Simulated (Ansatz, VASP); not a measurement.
One calculation of Al, two programs

Contents of POSCAR:

```
Al
1.0
    2.8397085839      0.0000000000      0.0000000000
   -1.4198542919      2.4592597730      0.0000000000
    0.0000000000      0.0000000000      4.5841382694
Al
2
Direct
    0.3333333333      0.6666666667      0.2500000000
    0.6666666667      0.3333333333      0.7500000000
```

Contents of INCAR.step1:

```
SYSTEM = Al
PREC = Accurate ; ENCUT = 520
ISMEAR = -1 ; SIGMA = 0.1
LREAL = .False. ; LASPH = .True.
NELM = 100 ; NBANDS = 10
GGA = PE ; ALGO = Normal
EDIFF = 1E-4 ; LWAVE = .True.
LCHARG = .False.
```

INCAR.step2

```
SYSTEM = Al
PREC = Accurate ; ENCUT = 520
EDIFF = 1E-7 ; ISMEAR = -1
SIGMA = 0.1 ; LREAL = .False.
LASPH = .True. ; NELM = 100
ALGO = Normal ; ISIF = 2
LWAVE = .False. ; LCHARG = .False.
METAGGA = R2SCAN ; LMIXTAU = .True.
NBANDS = 10 ; ISTART = 1
```

File KPOINTS:

```
Automatic mesh
0
Gamma
  14 14 8
  0 0 0
```

Input for Ansatz:

```yaml
crystal:
  lattice:
    - [2.8397085839, 0.0, 0.0]
    - [-1.4198542919, 2.459259773, 0.0]
    - [0.0, 0.0, 4.5841382694]
  atoms:
    - { symbol: Al, position: [0.3333333333, 0.6666666667, 0.25] }
    - { symbol: Al, position: [0.6666666667, 0.3333333333, 0.75] }
hamiltonian:
  xc: r2scan
  pseudopotentials:
    kind: paw
    azcp:
      Al: "pseudopotentials/Al.paw.azcp"
basis:
  ecutwfc: 500
  fft_grid_basis: typed
kpoints:
  mp_grid: { grid: [14, 14, 8], shift: [0, 0, 0] }
magnetization:
  spin_polarized: false
scf:
  occupations: { method: fermi_dirac, width: 0.1 }
  lower_state_search: "off"
output:
  stress: true
```

Alike in both runs: task single point; functional r2SCAN; k mesh 14 × 14 × 8; occupations fermi-dirac, width 0.1 eV; no spin polarisation.

```csv
,VASP,Ansatz
version,VASP 6.6.1,Ansatz 0.2.0
potentials or method,"VASP PAW PBE potentials, release 64 (Al), cutoff 520 eV","plane waves (500 eV) with PAW, scalar-relativistic"
valence electrons in the cell,6,6
```

VASP gave:

```
pressure (GPa)                                                : -0.3
traceless stress, the component that is largest in VASP (GPa) : 1.45
```

Q: What did Ansatz give for the same quantities?

A: Pressure (GPa): 0.0; traceless stress, the component that is largest in VASP (GPa): 1.45.

VASP's potentials were made for PBE, not for r2SCAN. With one functional, cell and mesh, what is left measures potentials, basis and numerics.
